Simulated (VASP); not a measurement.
# AlB2P3 (I-4m2) in VASP: a series of runs, part 2 of 2

VASP 6.6.1. Earlier steps stand in the parts before.

## 5. Relaxation of cell and atoms, PBE

This run uses another cell than the first one, of 15.19 Å³/atom.

The input, INCAR:

```
  ALGO = Normal
  EDIFF = 1E-6
  EDIFFG = -0.04
  ENCUT = 600
  GGA = PE
  IBRION = 2
  ISIF = 3
  ISMEAR = 0
  LASPH = T
  LCHARG = F
  LREAL = F
  LWAVE = F
  NELM = 100
  NSW = 90
  PREC = Accurate
  SIGMA = 0.1
```

The input, KPOINTS:

```
k-points
0
Gamma
  8 8 8
```

The input, POSCAR:

```
AlB2P3
1.0
   -1.7513075000      1.7513075000      7.4301684400
    1.7513075000     -1.7513075000      7.4301684400
    1.7513075000      1.7513075000     -7.4301684400
Al B P
1 2 3
Direct
    0.5000000000      0.5000000000      0.0000000000
    0.8333333300      0.8333333300      0.0000000000
    0.1666666700      0.1666666700      0.0000000000
    0.4166666700      0.9166666700      0.5000000000
    0.0833333300      0.5833333300      0.5000000000
    0.7500000000      0.2500000000      0.5000000000
```

Potentials or basis: VASP PAW PBE potentials, release 64 (Al, B, P).

The run is started by

```console
cat potpaw_PBE.64/Al/POTCAR potpaw_PBE.64/B/POTCAR potpaw_PBE.64/P/POTCAR > POTCAR
mpirun -np 1 vasp_std > vasp.out
```

OUTCAR:

```text
EDIFF = 1E-6
   EDIFFG = -0.04
   ENCUT = 600
   GGA = PE
   IBRION = 2
   ISIF = 3
   ISMEAR = 0
   LASPH = T
   LREAL = F
   NELM = 100
   NSW = 90
   PREC = Accurate

 ion  position               nearest neighbor table
   1  0.500  0.500  0.000-   5 2.14   4 2.14   5 2.14   4 2.14
   2  0.833  0.833  0.000-   6 2.14   6 2.14   4 2.14   4 2.14
   3  0.167  0.167  0.000-   6 2.14   6 2.14   5 2.14   5 2.14
   4  0.417  0.917  0.500-   1 2.14   1 2.14   2 2.14   2 2.14
   5  0.083  0.583  0.500-   1 2.14   1 2.14   3 2.14   3 2.14
   6  0.750  0.250  0.500-   2 2.14   3 2.14   2 2.14   3 2.14

  LATTYP: Found a body centered tetragonal cell.
 ALAT       =     3.5026150000
 C/A-ratio  =     4.2426406785

  Lattice vectors:

 A1 = (  -1.7513075000,   1.7513075000,   7.4301684400)
 A2 = (   1.7513075000,  -1.7513075000,   7.4301684400)
 A3 = (   1.7513075000,   1.7513075000,  -7.4301684400)

[... 764 lines left out ...]
  energy  without entropy=      -34.5603137761  energy(sigma->0) =      -34.56031381

[... ionic steps 4 to 7 ...]

--------------------------------------- Ionic step        8  -------------------------------------------

 number of electron      24.0000000 magnetization

------------------------ aborting loop because EDIFF is reached ----------------------------------------
[... 75 lines left out ...]
--------------------------------------- Ionic step       10  -------------------------------------------

 number of electron      24.0000000 magnetization

 Free energy of the ion-electron system (eV)
  ---------------------------------------------------
  ext. energy  EPLUGINS =         0.00000000
  ---------------------------------------------------
  free energy    TOTEN  =       -34.95382738 eV

  energy without entropy =      -34.95382733  energy(sigma->0) =      -34.95382735

 E-fermi :   7.2566     XC(G=0): -10.2206

 val. band max:        6.9536981982   @ k =   0.0000   0.0000   0.0000
 cond. band min:       7.5656406248   @ k =   0.5000   0.5000   0.5000
 fundamental gap:      0.6119424265
 Fermi energy:         7.2565822153

 k-point     1 :       0.0000    0.0000    0.0000
  band No.  band energies     occupation
      1      -7.8121      2.00000
      2      -5.8399      2.00000
      3      -4.8553      2.00000
      4       0.8663      2.00000
      5       1.2038      2.00000
      6       2.6819      2.00000
[... 480 lines left out ...]
  FREE ENERGIE OF THE ION-ELECTRON SYSTEM (eV)
  ---------------------------------------------------
  free  energy   TOTEN  =       -34.9538273765 eV

  energy  without entropy=      -34.9538273274  energy(sigma->0) =      -34.95382735

 reached required accuracy - stopping structural energy minimisation
```

CONTCAR:

```text
AlB2P3
   1.00000000000000
    -1.6978661472848804    1.6978661472848804    7.5318402182586599
     1.6978661472848804   -1.6978661472848804    7.5318402182586599
     1.6978661472848804    1.6978661472848804   -7.5318402182586599
  Al              B               P
     1     2     3
Direct
     0.5000000000000000    0.5000000000000000    0.0000000000000000
     0.8235731036843398    0.8235731036843398    0.0000000000000000
     0.1764268963156601    0.1764268963156601    0.0000000000000000
     0.3961502117743452    0.8961502117743453    0.5000000000000000
     0.1038497882256547    0.6038497882256547    0.5000000000000000
     0.7500000000000000    0.2500000000000000    0.5000000000000000

  0.00000000E+00  0.00000000E+00  0.00000000E+00
  0.00000000E+00  0.00000000E+00  0.00000000E+00
  0.00000000E+00  0.00000000E+00  0.00000000E+00
  0.00000000E+00  0.00000000E+00  0.00000000E+00
  0.00000000E+00  0.00000000E+00  0.00000000E+00
  0.00000000E+00  0.00000000E+00  0.00000000E+00
```

It took 46 min on 1 thread of Intel Xeon Platinum 8259CL at 2.50GHz (Skylake/Cascade Lake), shared host; peak memory 0.69 GiB.

What came out:

| Item | Value |
| --- | --- |
| Free energy | -34.9538 eV |
| Relaxed volume | 14.47 Å³/atom |
| Relaxed cell | a = 7.905 Å, b = 7.905 Å, c = 7.905 Å, α = 155.20°, β = 155.20°, γ = 35.36° |
| Space group after relaxing (to 0.1 Å) | I-4m2 (No. 119) |
| Energy gained by relaxing | 266.3 meV/atom |
| Ionic steps | 10 |
| Pressure after relaxing | 0.0 GPa |
| Largest force after relaxing | 0.024 eV/Å |
| Band gap on the k mesh | 0.61 eV (least direct gap 0.73 eV) |

Forces in eV/Å, atoms in the order of the input:
```
Al   0.000  0.000  0.000
B    0.000  0.000 -0.001
B    0.000  0.000  0.001
P    0.000  0.000  0.024
P    0.000  0.000 -0.024
P    0.000  0.000  0.000
```

Stress tensor (GPa, compression positive):
```
-0.15  0.00  0.00
 0.00 -0.15  0.00
 0.00  0.00  0.15
```

Step by step:
| step | energy change (eV) | largest force (eV/Å) | pressure (GPa) | volume (Å³) |
| --- | --- | --- | --- | --- |
| 1 | 0.0000 | 4.9361 | 0.83 | 91.16 |
| 2 | -1.2030 | 1.5866 | -5.48 | 92.19 |
| 3 | -1.2045 | 1.6374 | -5.62 | 92.23 |
| 4 | -1.5355 | 0.8258 | 2.38 | 85.39 |
| 5 | -1.5366 | 0.7628 | 3.00 | 84.98 |
| 6 | -1.5917 | 0.3291 | -0.27 | 87.01 |
| 7 | -1.5971 | 0.0862 | 0.43 | 86.55 |
| 8 | -1.5971 | 0.0699 | 0.46 | 86.51 |
| 9 | -1.5979 | 0.0434 | -0.22 | 86.97 |
| 10 | -1.5980 | 0.0235 | -0.05 | 86.85 |

Final structure:
```
Al B P
1.0
    -1.69787    1.69787    7.53184
     1.69787   -1.69787    7.53184
     1.69787    1.69787   -7.53184
Al B P
1 2 3
Direct
  0.50000 0.50000 0.00000
  0.82357 0.82357 0.00000
  0.17643 0.17643 0.00000
  0.39615 0.89615 0.50000
  0.10385 0.60385 0.50000
  0.75000 0.25000 0.50000
```

Caveat: semilocal functionals underestimate gaps, and a narrow one can read as zero. A k mesh can miss the band edges.

## 6. Relaxation of cell and atoms, PBE

The input, INCAR:

```
SYSTEM = AlB2P3
  PREC = Accurate
  ENCUT = 600
  EDIFF = 1E-6
  ISMEAR = 0
  SIGMA = 0.02
  LREAL = .FALSE.
  LASPH = .TRUE.
  NELM = 60
  ALGO = Normal
  ISIF = 3
  LWAVE = .FALSE.
  LCHARG = .FALSE.
  GGA = PE
  IBRION = 2
  NSW = 100
  EDIFFG = -0.01
```

The input, KPOINTS:

```
regular mesh
0
G
  12 12 12
  0 0 0
```

The input, POSCAR:

```
AlB2P3
1.0
   -1.6978035659      1.6978035659      7.5401270761
    1.6978035659     -1.6978035659      7.5401270761
    1.6978035659      1.6978035659     -7.5401270761
Al B P
1 2 3
Direct
    0.5000000000      0.5000000000      0.0000000000
    0.8236041439      0.8236041439      0.0000000000
    0.1763958561      0.1763958561      0.0000000000
    0.3962104786      0.8962104786      0.5000000000
    0.1037895214      0.6037895214      0.5000000000
    0.7500000000      0.2500000000      0.5000000000
```

Potentials or basis: VASP PAW PBE potentials, release 64 (Al, B, P).

The run is started by

```console
cat potpaw_PBE.64/Al/POTCAR potpaw_PBE.64/B/POTCAR potpaw_PBE.64/P/POTCAR > POTCAR
mpirun -np 1 vasp_std > vasp.out
```

Run time: 18 min. Hardware: 1 thread of Intel Xeon Platinum 8488C (Sapphire Rapids), shared host; peak memory 0.78 GiB.

Results (log left out):

```
Free energy                           : -34.9564 eV
Relaxed volume                        : 14.47 Å³/atom
Relaxed cell                          : a = 7.911 Å, b = 7.911 Å, c = 7.911 Å, α = 155.23°, β = 155.23°, γ = 35.31°
Space group after relaxing (to 0.1 Å) : I-4m2 (No. 119)
Energy gained by relaxing             : 0.0 meV/atom
Ionic steps                           : 3
Pressure after relaxing               : 0.0 GPa
Band gap on the k mesh                : 0.62 eV (least direct gap 0.74 eV)
```

Stress tensor (GPa, compression positive):
```
-0.01  0.00  0.00
 0.00 -0.01  0.00
 0.00  0.00  0.08
```

Step by step:
```tsv
step	energy change (eV)	largest force (eV/Å)	pressure (GPa)	volume (Å³)
1	0.0000	0.0081	-0.19	86.94
2	-0.0001	0.0064	0.11	86.72
3	-0.0001	0.0015	0.02	86.79
```

Final structure:
```
CELL_PARAMETERS angstrom
-1.69664 1.69664 7.53792
1.69664 -1.69664 7.53792
1.69664 1.69664 -7.53792
ATOMIC_POSITIONS crystal
Al 0.50000 0.50000 0.00000
B 0.82360 0.82360 0.00000
B 0.17640 0.17640 0.00000
P 0.39623 0.89623 0.50000
P 0.10377 0.60377 0.50000
P 0.75000 0.25000 0.50000
```

Levels at points of the mesh, in eV from the valence-band top:
```tsv
k point	band 10	band 11	band 12	band 13	band 14	band 15
(0.00, 0.00, 0.00)	-0.71	0.00	0.00	0.74	0.83	2.06
(0.50, 0.00, 0.00)	-2.73	-2.12	-0.45	1.76	2.61	3.03
(0.50, 0.50, 0.00)	-4.78	-3.96	-3.79	0.71	1.01	2.36
(0.50, 0.50, 0.50)	-2.44	-0.54	-0.54	0.62	0.88	1.82
```

Caveat: semilocal functionals underestimate gaps, and a narrow one can read as zero. A k mesh can miss the band edges.

## 7. Overview

| task | cell | k mesh | cutoff (eV) | smearing | gap on the mesh (eV) | pressure (GPa) | relaxed volume (Å³/atom) | largest force (eV/Å) |
| --- | --- | --- | --- | --- | --- | --- | --- | --- |
| single point | a = 7.913 Å, angles 155.2, 155.2, 35.3°, 6 atoms, atomic positions A | 8 × 8 × 8 | 520 | gaussian 0.1 eV | 0.62 | -0.2 | - | 0.01 |
| single point | a = 7.832 Å, angles 154.2, 154.2, 36.9°, 6 atoms, atomic positions B | 8 × 8 × 8 | 520 | gaussian 0.1 eV | 1.27 | 0.8 | - | 4.94 |
| single point | a = 7.916 Å, angles 155.2, 155.2, 35.3°, 6 atoms, atomic positions A | 12 × 12 × 12 | 520 | gaussian 0.02 eV | 0.63 | -0.2 | - | - |
| relaxation of cell and atoms | relaxed from a = 7.832 Å, angles 154.2, 154.2, 36.9°, 6 atoms, atomic positions B | 8 × 8 × 8 | 600 | gaussian 0.1 eV | 0.61 | 0.0 | 14.47 | 0.02 |
| relaxation of cell and atoms | relaxed from a = 7.913 Å, angles 155.2, 155.2, 35.3°, 6 atoms, atomic positions A | 12 × 12 × 12 | 600 | gaussian 0.02 eV | 0.62 | 0.0 | 14.47 | - |

Alike in all rows: level PBE; potentials or basis VASP PAW PBE potentials, release 64 (Al, B, P); no spin polarisation.

Caveats: semilocal functionals underestimate gaps, and a narrow one can read as zero (at least some runs); forces of over 1 eV/Å act on the atoms, so gaps and moduli don't describe the material at rest (at least some runs).

Absolute energies hang on the potentials; compare differences alone.
